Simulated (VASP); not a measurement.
O: single point with LDA

Crystal: O.

```xyz
2
Lattice="0.0000 2.0555 2.0555 2.0555 0.0000 2.0555 2.0555 2.0555 0.0000" Properties=species:S:1:pos:R:3 pbc="T T T"
O    -0.5139   -0.5139   -0.5139
O     0.5139    0.5139    0.5139
```

```
Program                : VASP 6.6.1
Task                   : single point
Functional             : LDA
Potentials or basis    : VASP PAW LDA potentials, release 64 (O)
Cutoff                 : 520 eV
k mesh                 : 14 × 14 × 14
Occupations            : tetrahedron
Spin                   : no spin polarisation
Dipole correction      : no
Further INCAR settings : ALGO = Normal; EDIFF = 1e-07; NBANDS = 13
```

```
Pressure               : 25.5 GPa
Band gap on the k mesh : zero (band 6 reaches 3.09 eV, above the bottom of band 7 at 1.66 eV)
```

Levels at points of the mesh, in eV from the Fermi level:
```
           k point  band 3  band 4  band 5  band 6  band 7  band 8  band 9  band 10
(0.00, 0.00, 0.00)   -4.81   -4.81   -4.81   -0.99   -0.99   -0.99    9.94    24.39
(0.50, 0.00, 0.00)   -6.02   -6.02   -5.95    0.44    0.44    1.77   13.45    16.33
(0.50, 0.50, 0.00)   -7.44   -7.44   -2.60   -2.60    2.26    2.26   13.21    13.21
```

Wall time 9.6 s on 1 thread of Intel(R) Xeon(R) 6975P-C (Granite Rapids), with other jobs on the host, peak memory 0.13 GiB.
